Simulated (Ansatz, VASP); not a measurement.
## Hf in VASP and in Ansatz

```
Hf
1.0
     3.76274    0.00000    0.00000
    -1.88137    3.25863    0.00000
     0.00000    0.00000    2.18586
Hf
3
Direct
  0.00000 0.00000 0.00000
  0.33333 0.66667 0.50000
  0.66667 0.33333 0.50000
```

Change from the starting cell: volume scaled by 0.4, crystal datasets.

Alike in both runs: task single point; functional PBE; k mesh 8 × 8 × 11; occupations fermi-dirac, width 0.08 eV; no spin polarisation.

|  | VASP | Ansatz |
| --- | --- | --- |
| version | VASP 6.6.1 | Ansatz 0.2.0 |
| potentials or method | VASP PAW PBE potentials, release 64 (Hf_pv), cutoff 520 eV | all-electron PAW with datasets made for the crystal, scalar-relativistic |

|  | VASP | Ansatz | Ansatz less VASP |
| --- | --- | --- | --- |
| pressure (GPa) | 495.6 | 508.8 | +13.19 |
| traceless stress, the component that is largest in VASP (GPa) | 4.03 | 0.20 | -3.838 |

Both programs put the cell under a high pressure, so it lies far from rest at this level. Ansatz ran all-electron here, and VASP with PAW potentials.

Spin-orbit coupling is off throughout. Noted on VASP's run: the cell as given lies far from equilibrium.
